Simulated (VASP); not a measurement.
# AlRu (P4/mmm) in VASP: further runs

AlRu is run at these levels: PBE; tasks: single point.

Program: VASP 6.6.1. These are calculated values, not measurements. Logs are shortened: lines on timing, memory, paths and dates and some standing lists are left out, and cuts for length are marked.

## (1) The cell of the first run

The structure is tetragonal, space group P4/mmm (No. 123). The conventional cell has a = 2.914 Å, b = 2.914 Å, c = 3.094 Å, α = 90.00°, β = 90.00°, γ = 90.00°. Within 3.4 Å of Al (site symmetry 4/mmm) lie 8 Ru at 2.58 Å and 6 Al at 2.91 to 3.09 Å. Ru (site symmetry 4/mmm) has 8 Al at 2.58 Å and 6 Ru at 2.91 to 3.09 Å within 3.4 Å.

## (2) Single point, PBE (strain -0.030 along x and y, +0.030 along z)

The input, INCAR:

```
SYSTEM = AlRu
PREC = Accurate
ENCUT = 520
EDIFF = 1E-6
ISMEAR = 0
SIGMA = 0.15
LREAL = .FALSE.
LASPH = .TRUE.
NELM = 60
ALGO = Fast
ISIF = 2
LWAVE = .FALSE.
LCHARG = .FALSE.
GGA = PE
NBANDS = 16
```

The input, KPOINTS:

```
Automatic mesh
0
G
  20 20 20
  0 0 0
```

The input, POSCAR:

```
AlRu
1.0
    2.9139621829      0.0000000000      0.0000000000
    0.0000000000      2.9139621829      0.0000000000
    0.0000000000      0.0000000000      3.0942072663
Al Ru
1 1
Direct
    0.0000000000      0.0000000000      0.0000000000
    0.5000000000      0.5000000000      0.5000000000
```

Potentials or basis: VASP PAW PBE potentials, release 64 (Al, Ru_pv).

Started as:

```
$ cat potpaw_PBE.64/Al/POTCAR potpaw_PBE.64/Ru_pv/POTCAR > POTCAR
$ mpirun -np 1 vasp_std > vasp.out
```

OUTCAR:

```text
SYSTEM = AlRu
   PREC = Accurate
   ENCUT = 520
   EDIFF = 1E-6
   ISMEAR = 0
   LREAL = .FALSE.
   LASPH = .TRUE.
   NELM = 60
   ISIF = 2
   GGA = PE

 ion  position               nearest neighbor table
   1  0.000  0.000  0.000-   2 2.58   2 2.58   2 2.58   2 2.58   2 2.58   2 2.58   2 2.58   2 2.58

   2  0.500  0.500  0.500-   1 2.58   1 2.58   1 2.58   1 2.58   1 2.58   1 2.58   1 2.58   1 2.58

  LATTYP: Found a simple tetragonal cell.
 ALAT       =     2.9139621829
 C/A-ratio  =     1.0618556701

  Lattice vectors:

 A1 = (   2.9139621829,   0.0000000000,   0.0000000000)
 A2 = (   0.0000000000,   2.9139621829,   0.0000000000)
 A3 = (   0.0000000000,   0.0000000000,   3.0942072663)

Analysis of symmetry for initial positions (statically):
=====================================================================
 Subroutine PRICEL returns:
 Original cell was already a primitive cell.

 Routine SETGRP: Setting up the symmetry group for a
 simple tetragonal supercell.

 Subroutine GETGRP returns: Found 16 space group operations
 (whereof 16 operations were pure point group operations)
 out of a pool of 16 trial point group operations.

The static configuration has the point symmetry D_4h.

Analysis of symmetry for dynamics (positions and initial velocities):
=====================================================================
 Subroutine PRICEL returns:
 Original cell was already a primitive cell.

 Routine SETGRP: Setting up the symmetry group for a
 simple tetragonal supercell.

 Subroutine GETGRP returns: Found 16 space group operations
 (whereof 16 operations were pure point group operations)
 out of a pool of 16 trial point group operations.

The dynamic configuration has the point symmetry D_4h.

 Subroutine INISYM returns: Found 16 space group operations
 (whereof 16 operations are pure point group operations),
 and found     1 'primitive' translations

----------------------------------------------------------------------------------------

                                     Primitive cell

  volume of cell :      26.2735

  direct lattice vectors                    reciprocal lattice vectors
     2.913962183  0.000000000  0.000000000     0.343175353  0.000000000  0.000000000
     0.000000000  2.913962183  0.000000000     0.000000000  0.343175353  0.000000000
     0.000000000  0.000000000  3.094207266     0.000000000  0.000000000  0.323184556

  length of vectors
     2.913962183  2.913962183  3.094207266     0.343175353  0.343175353  0.323184556

  position of ions in fractional coordinates (direct lattice)
     0.000000000  0.000000000  0.000000000
     0.500000000  0.500000000  0.500000000

  ion indices of the primitive-cell ions
   primitive index   ion index
                 1           1
                 2           2

----------------------------------------------------------------------------------------

 KPOINTS: Automatic mesh

Automatic generation of k-mesh.
 Grid dimensions read from file:
 generate k-points for:   20   20   20

 Generating k-lattice:

  Cartesian coordinates                     Fractional coordinates (reciprocal lattice)
     0.017158768  0.000000000  0.000000000     0.050000000  0.000000000  0.000000000
     0.000000000  0.017158768  0.000000000     0.000000000  0.050000000  0.000000000
     0.000000000  0.000000000  0.016159228     0.000000000  0.000000000  0.050000000

  Length of vectors
     0.017158768  0.017158768  0.016159228

  Shift w.r.t. Gamma in fractional coordinates (k-lattice)
     0.000000000  0.000000000  0.000000000

 Subroutine IBZKPT returns following result:
 ===========================================

 Found    726 irreducible k-points:

 Following reciprocal coordinates:
            Coordinates               Weight
  0.000000  0.000000  0.000000      1.000000
  0.050000  0.000000  0.000000      4.000000
  0.100000  0.000000  0.000000      4.000000
  0.150000  0.000000  0.000000      4.000000
  0.200000  0.000000  0.000000      4.000000
  0.250000  0.000000  0.000000      4.000000
[... 16 lines left out ...]
  0.150000  0.100000  0.000000      8.000000
  0.200000  0.100000  0.000000      8.000000
 [... further k-points ...]
   k-points           NKPTS =    726   k-points in BZ     NKDIM =    726   number of bands    NBANDS=     16
   number of dos      NEDOS =    301   number of ions     NIONS =      2
   total plane-waves  NPLWV =  13824
   dimension x,y,z NGX =    24 NGY =   24 NGZ =   24
   dimension x,y,z NGXF=    48 NGYF=   48 NGZF=   48
   ions per type =               1   1
   NGX,Y,Z   is equivalent  to a cutoff of  13.69, 13.69, 12.89 a.u.
   NGXF,Y,Z  is equivalent  to a cutoff of  27.38, 27.38, 25.79 a.u.
 SYSTEM =  AlRu
   PREC   = accura    normal or accurate (medium, high low for compatibility)
   ISTART =      0    job   : 0-new  1-cont  2-samecut
   ICHARG =      2    charge: 1-file 2-atom 10-const
   ISPIN  =      1    spin polarized calculation?
   LNONCOLLINEAR =      F non collinear calculations
   LSORBIT =      F    spin-orbit coupling
   LASPH  =      T    aspherical Exc in radial PAW
   ENCUT  =  520.0 eV  38.22 Ry    6.18 a.u.   5.42  5.42  5.75*2*pi/ulx,y,z
   NELM   =     60;   NELMIN=  2; NELMDL= -5     # of ELM steps
   EDIFF  = 0.1E-05   stopping-criterion for ELM
   LREAL  =      F    real-space projection
   EDIFFG = 0.1E-04   stopping-criterion for IOM
   NSW    =      0    number of steps for IOM
   IBRION =     -1    ionic relax: 0-MD 1-quasi-New 2-CG
   NFREE  =      0    steps in history (QN), initial steepest desc. (CG)
   ISIF   =      2    stress and relaxation
   ISYM   =      2    0-nonsym 1-usesym 2-fastsym
   POTIM  = 0.5000    time-step for ionic-motion
   TEBEG  =    0.0;   TEEND  =   0.0 temperature during run
   PSTRESS=    0.0 pullay stress
   NELECT =      17.0000    total number of electrons
   NUPDOWN=      -1.0000    fix difference up-down
   EMIN   =  10.00;   EMAX   =-10.00  energy-range for DOS
   EFERMI =   0.00;   METHOD = LEGACY
   ISMEAR =     0;   SIGMA  =   0.15  broadening in eV -4-tet -1-fermi 0-gaus
   EFERMI_NEDOS =   21; number of points for ismear=-14 and -15
   IALGO  =     68    algorithm
   IMIX   =      4    mixing-type and parameters
     AMIX     =   0.40;   BMIX     =  1.00
     AMIX_MAG =   1.60;   BMIX_MAG =  1.00
  volume/ion in A,a.u.               =      13.14        88.65
  Fermi-wavevector in a.u.,A,eV,Ry     =   1.415964  2.675783 27.279037  2.004953
  Thomas-Fermi vector in A             =   2.537347
   LORBIT       =      0    0 simple, 1 ext, 2 COOP (PROOUT), +10 PAW based schemes
   GGA     = PE    functional components
   LHFCALC =     F    Hartree Fock is set to
   AEXX    =    0.0000 exact exchange contribution
   IVDW    =     0    specifies the selected vdW correction
   LEPSILON=     F    determine dielectric tensor
   LRPA    =     F    only Hartree local field effects (RPA)
 non-spin polarized calculation
 RMM-DIIS sequential band-by-band and
 Gauss-broadening in eV      SIGMA  =   0.15
  energy-cutoff  :      520.00
  volume of cell :       26.27
 maximum number of plane-waves:       724
 NGX is ok and might be reduce to    24
   NGX = 11   NGY = 11   NGZ = 11

 number of electron      17.0000001 magnetization

 Free energy of the ion-electron system (eV)
  ---------------------------------------------------
  ext. energy  EPLUGINS =         0.00000000
  ---------------------------------------------------
  free energy    TOTEN  =       -14.21491649 eV

  energy without entropy =      -14.19707797  energy(sigma->0) =      -14.20599723

 E-fermi :  11.0088     XC(G=0): -12.6628

 val. band max:       11.0026184347   @ k =   0.1000   0.1000   0.1500
 cond. band min:      11.0111120427   @ k =   0.3000   0.1000   0.0000
 fundamental gap:      0.0084936080
 Fermi energy:        11.0087750685

 k-point     1 :       0.0000    0.0000    0.0000
  band No.  band energies     occupation
      1     -30.8302      2.00000
      2     -30.7536      2.00000
      3     -30.7536      2.00000
      4       1.1954      2.00000
      5       7.2858      2.00000
      6       7.3295      2.00000
[... 8 lines left out ...]
     15      23.1093      0.00000
     16      26.5848      0.00000

 k-point     2 :       0.0500    0.0000    0.0000
  band No.  band energies     occupation
      1     -30.8296      2.00000
      2     -30.7604      2.00000
      3     -30.7531      2.00000
      4       1.2460      2.00000
      5       7.3078      2.00000
      6       7.3512      2.00000
[... 8 lines left out ...]
     15      23.1093      0.00000
     16      26.7603      0.00000

 k-point     3 :       0.1000    0.0000    0.0000
  band No.  band energies     occupation
      1     -30.8279      2.00000
      2     -30.7800      2.00000
      3     -30.7514      2.00000
      4       1.3968      2.00000
      5       7.3692      2.00000
      6       7.4132      2.00000
[... 8 lines left out ...]
     15      23.1101      0.00000
     16      27.2996      0.00000

 k-point     4 :       0.1500    0.0000    0.0000
  band No.  band energies     occupation
      1     -30.8251      2.00000
      2     -30.8104      2.00000
      3     -30.7488      2.00000
      4       1.6440      2.00000
      5       7.4617      2.00000
      6       7.4980      2.00000
[... 8 lines left out ...]
     15      23.1507      0.00000
     16      28.1995      0.00000
[... 324 lines left out ...]
 k-point    22 :       0.1000    0.1000    0.0000
  band No.  band energies     occupation
      1     -30.8255      2.00000
      2     -30.7788      2.00000
      3     -30.7765      2.00000
      4       1.5954      2.00000
      5       7.4516      2.00000
      6       7.5030      2.00000
[... 8 lines left out ...]
     15      23.2186      0.00000
     16      27.7926      0.00000

 k-point    23 :       0.1500    0.1000    0.0000
  band No.  band energies     occupation
      1     -30.8227      2.00000
      2     -30.8080      2.00000
      3     -30.7748      2.00000
      4       1.8387      2.00000
      5       7.5382      2.00000
      6       7.5986      2.00000
[... 8 lines left out ...]
     15      23.7921      0.00000
     16      28.4031      0.00000

 k-point    24 :       0.2000    0.1000    0.0000
  band No.  band energies     occupation
      1     -30.8459      2.00000
      2     -30.8192      2.00000
      3     -30.7715      2.00000
      4       2.1708      2.00000
      5       7.6293      2.00000
      6       7.6964      2.00000
[... 8 lines left out ...]
     15      24.3254      0.00000
     16      27.9835      0.00000

 [... further k-points ...]
[... 5 lines left out ...]
  --------------------------------------------------------------------------------------
  -------------------------------------------------------------------------------------
  Total        1.7536165      1.7536165      0.0177242      0.0000000     -0.0000000      0.0000000
  in kB      106.9369934    106.9369934      1.0808352      0.0000000     -0.0000000      0.0000000
  external PRESSURE =      71.6516073 kB  Pullay stress =       0.0000000 kB

 VOLUME and BASIS-vectors are now :
 -----------------------------------------------------------------------------
  energy-cutoff  :      520.00
  volume of cell :       26.27
      direct lattice vectors                 reciprocal lattice vectors
     2.913962183  0.000000000  0.000000000     0.343175353  0.000000000  0.000000000
     0.000000000  2.913962183  0.000000000     0.000000000  0.343175353  0.000000000
     0.000000000  0.000000000  3.094207266     0.000000000  0.000000000  0.323184556

 POSITION                                       TOTAL-FORCE (eV/Angst)
 -----------------------------------------------------------------------------------
      0.00000      0.00000      0.00000         0.000000      0.000000      0.000000
      1.45698      1.45698      1.54710         0.000000      0.000000      0.000000
 -----------------------------------------------------------------------------------
    total drift:                                0.000000     -0.000000     -0.000000

  FREE ENERGIE OF THE ION-ELECTRON SYSTEM (eV)
  ---------------------------------------------------
  free  energy   TOTEN  =       -14.2149164900 eV

  energy  without entropy=      -14.1970779711  energy(sigma->0) =      -14.20599723
```

Run time: 3.9 min. Hardware: 1 thread of Intel Xeon 8259CL, shared host; peak memory 0.39 GiB.

What came out:

```yaml
Free_energy: -14.2149 eV
Pressure: 7.2 GPa
Band_gap_on_the_k_mesh: zero (an odd number of electrons rules out a gap without spin polarisation)
```

Levels at points of the mesh, in eV from the Fermi level:
| k point | band 5 | band 6 | band 7 | band 8 | band 9 | band 10 | band 11 | band 12 | band 13 | band 14 |
| --- | --- | --- | --- | --- | --- | --- | --- | --- | --- | --- |
| (0.00, 0.00, 0.00) | -3.72 | -3.68 | 0.06 | 0.06 | 0.43 | 4.96 | 6.78 | 6.78 | 10.92 | 11.04 |
| (0.50, 0.00, 0.00) | -5.32 | -2.80 | -2.14 | -1.44 | 0.36 | 2.69 | 7.34 | 10.10 | 11.65 | 12.41 |
| (0.50, 0.50, 0.00) | -3.00 | -1.58 | -1.58 | -1.17 | -1.17 | 1.84 | 5.96 | 6.63 | 9.85 | 12.10 |
| (0.00, 0.00, 0.50) | -5.98 | -3.02 | -1.40 | -1.40 | 0.62 | 1.64 | 7.49 | 11.64 | 11.64 | 13.07 |
| (0.50, 0.00, 0.50) | -3.23 | -1.72 | -1.29 | -1.12 | -0.94 | 1.37 | 5.24 | 6.24 | 11.23 | 12.12 |
| (0.50, 0.50, 0.50) | -4.72 | -4.72 | 1.42 | 1.90 | 2.69 | 3.91 | 4.31 | 4.31 | 8.37 | 8.37 |

Caveat: the cell differs from its parent crystal (strain -0.030 along x and y, +0.030 along z); the stress differs along the axes, from 0 to 11 GPa.

## (3) Single point, PBE (strain +0.000 along x and y, -0.030 along z)

The input, INCAR:

```
SYSTEM = AlRu
PREC = Accurate ; ENCUT = 520
EDIFF = 1E-6 ; ISMEAR = 0
SIGMA = 0.15 ; LREAL = .FALSE.
LASPH = .TRUE. ; NELM = 100
ALGO = Fast ; ISIF = 2
LWAVE = .FALSE. ; LCHARG = .TRUE.
GGA = PE ; LELF = .TRUE.
LVHAR = .TRUE. ; NBANDS = 16
```

The input, KPOINTS:

```
regular mesh
0
G
  20 20 20
  0 0 0
```

The input, POSCAR:

```
AlRu
1.0
    3.0040847246      0.0000000000      0.0000000000
    0.0000000000      3.0040847246      0.0000000000
    0.0000000000      0.0000000000      2.9139621829
Al Ru
1 1
Direct
    0.0000000000      0.0000000000      0.0000000000
    0.5000000000      0.5000000000      0.5000000000
```

Potentials or basis: VASP PAW PBE potentials, release 64 (Al, Ru_pv).

Started as:

```
$ cat potpaw_PBE.64/Al/POTCAR potpaw_PBE.64/Ru_pv/POTCAR > POTCAR
$ mpirun -np 1 vasp_std > vasp.out
```

Wall time 4.1 min (1 thread of Intel Xeon 8259CL, shared host); peak memory 0.39 GiB.

It converged, with:

* Free energy: -14.2416 eV
* Pressure: 6.7 GPa
* Band gap on the k mesh: zero (an odd number of electrons rules out a gap without spin polarisation)

Stress tensor (GPa, compression positive):
```
 4.77  0.00  0.00
 0.00  4.77  0.00
 0.00  0.00 10.50
```

Levels at points of the mesh, in eV from the Fermi level:
```csv
k point,band 7,band 8,band 9,band 10,band 11,band 12
"(0.00, 0.00, 0.00)",0.05,0.25,0.25,5.85,5.85,6.81
"(0.50, 0.00, 0.00)",-1.76,-1.39,0.49,2.18,7.43,10.85
"(0.50, 0.50, 0.00)",-1.50,-1.01,-1.01,1.44,5.14,6.28
"(0.00, 0.00, 0.50)",-1.78,-1.78,0.36,2.71,7.42,10.86
"(0.50, 0.00, 0.50)",-1.35,-1.25,-1.21,1.63,5.60,6.47
"(0.50, 0.50, 0.50)",1.56,1.78,2.69,4.11,4.11,4.32
```

Caveat: the cell differs from its parent crystal (strain +0.000 along x and y, -0.030 along z); the stress differs along the axes, from 5 to 10 GPa.

(Part 1 of 2 ends here.)
